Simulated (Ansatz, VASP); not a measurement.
# Two plane-wave programs on Os3Au

```
Os Au
1.0
     1.94552   -1.94843    0.00000
     1.94552    1.94843    0.00000
     0.00000    0.00000    7.98469
Os Au
3 1
Direct
  0.50000 0.50000 0.23223
  0.00000 0.00000 0.00000
  0.50000 0.50000 0.76777
  0.00000 0.00000 0.50000
```

Change from the starting cell: species swapped into the BeFe3 type (Cmmm, No. 65).

Alike in both runs: functional PBE; k mesh 7 × 7 × 3; occupations gaussian, width 0.2 eV; no spin polarisation.

Ansatz relaxed the structure, and its values are those at the end. VASP's run is a single point on that final structure, the one shown.

```csv
,VASP,Ansatz
version,VASP 6.6.1,Ansatz 0.2.0
potentials or method,"VASP PAW PBE potentials, release 64 (Os, Au), cutoff 520 eV","scalar-relativistic, plane waves, PAW"
valence electrons in the cell,35,67
```

|  | VASP | Ansatz | Ansatz less VASP |
| --- | --- | --- | --- |
| gap on the k mesh at the Fermi level (eV) | none | none | - |
| pressure (GPa) | 0.2 | 0.4 | +0.23 |
| rms of the force components (eV/Å) | 0.014 | 0.014 | +0.0006 |

A gap of «none» marks a metal or a gap that the smearing closes. VASP's potentials hold 35 valence electrons a cell and Ansatz's 67, so a difference there can come from the potentials and not from the codes.

Neither program's run includes spin-orbit coupling.
